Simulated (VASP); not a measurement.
Crystal: TePb.

```
Te Pb
1.0
     0.00000    3.27090    3.27090
     3.27090    0.00000    3.27090
     3.27090    3.27090    0.00000
Te Pb
1 1
Direct
  0.00000 0.00000 0.00000
  0.50000 0.50000 0.50000
```

- Program: VASP 6.6.1
- Task: relaxation of cell and atoms
- Functional: PBEsol
- Potentials or basis: VASP PAW PBE potentials, release 64 (Te, Pb_d)
- Cutoff: 600 eV
- k mesh: 6 × 6 × 6
- Occupations: gaussian, width 0.02 eV
- Spin: no spin polarisation

At the start: pressure -1.8 GPa; volume 34.99 Å³/atom.

Question: Where does the relaxation end?

Answer: Over 3 steps the energy falls by 9.3 meV/atom and the volume is 33.45 Å³/atom (-4.4 %); space group Fm-3m (No. 225, to 0.05 Å).

The path:
```
step  energy change (eV)  largest force (eV/Å)  pressure (GPa)  volume (Å³)
   1              0.0000                0.0000           -1.84        69.99
   2             -0.0168                0.0000            0.63        66.00
   3             -0.0185                0.0000            0.00        66.90
```

Final structure:
```
CELL_PARAMETERS angstrom
0.00000 3.22197 3.22197
3.22197 0.00000 3.22197
3.22197 3.22197 0.00000
ATOMIC_POSITIONS crystal
Te 0.00000 0.00000 0.00000
Pb 0.50000 0.50000 0.50000
```

Caveat: the PAW data sets were made with another functional, which shifts forces and pressure a little.
